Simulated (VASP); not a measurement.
LiBr: relaxation of cell and atoms with r2SCAN

LiBr:

```xyz
2
Lattice="0.0000 2.7506 2.7506 2.7506 0.0000 2.7506 2.7506 2.7506 0.0000" Properties=species:S:1:pos:R:3 pbc="T T T"
Li    0.0000    0.0000    0.0000
Br    2.7506    2.7506    2.7506
```

```
Program                : VASP 6.6.1
Task                   : relaxation of cell and atoms
Functional             : r2SCAN
Potentials or basis    : VASP PAW PBE potentials, release 64 (Li_sv, Br)
Cutoff                 : 830 eV
k mesh                 : 9 × 9 × 9
Occupations            : fermi-dirac, width 0.02 eV
Spin                   : no spin polarisation
Dipole correction      : no
Further INCAR settings : ALGO = Normal; EDIFF = 1e-07; IBRION = 2; EDIFFG = -0.005; NSW = 70; ISIF = 3
```

```yaml
Relaxed_volume: 20.33 Å³/atom
Relaxed_cell: a = 3.860 Å, b = 3.860 Å, c = 3.860 Å, α = 60.00°, β = 60.00°, γ = 60.00°
Space_group_after_relaxing_to_0.05_Å: Fm-3m (No. 225)
Energy_gained_by_relaxing: 1.3 meV/atom
Ionic_steps: 5
Pressure_after_relaxing: 0.0 GPa
Band_gap_on_the_k_mesh: 5.98 eV, direct
```

Step by step:
| step | energy change (eV) | largest force (eV/Å) | pressure (GPa) | volume (Å³) |
| --- | --- | --- | --- | --- |
| 1 | 0.0000 | 0.0000 | -0.70 | 41.62 |
| 2 | -0.0020 | 0.0000 | -0.31 | 41.08 |
| 3 | -0.0023 | 0.0000 | -0.19 | 40.92 |
| 4 | -0.0026 | 0.0000 | 0.05 | 40.59 |
| 5 | -0.0026 | 0.0000 | 0.00 | 40.65 |

Final structure:
```
Li Br
1.0
     0.00000    2.72913    2.72913
     2.72913    0.00000    2.72913
     2.72913    2.72913    0.00000
Li Br
1 1
Direct
  0.00000 0.00000 0.00000
  0.50000 0.50000 0.50000
```

Levels at points of the mesh, in eV from the valence-band top:
| k point | band 3 | band 4 | band 5 | band 6 | band 7 | band 8 |
| --- | --- | --- | --- | --- | --- | --- |
| (0.00, 0.00, 0.00) | 0.00 | 0.00 | 0.00 | 5.98 | 11.23 | 11.23 |

It took 8.5 min on 1 thread of Intel(R) Xeon(R) Platinum 8259CL CPU @ 2.50GHz (Skylake/Cascade Lake) (shared host), peak memory 0.27 GiB.

Caveat: the PAW data sets were made with another functional, which shifts forces and pressure a little. A k mesh can miss the band edges.
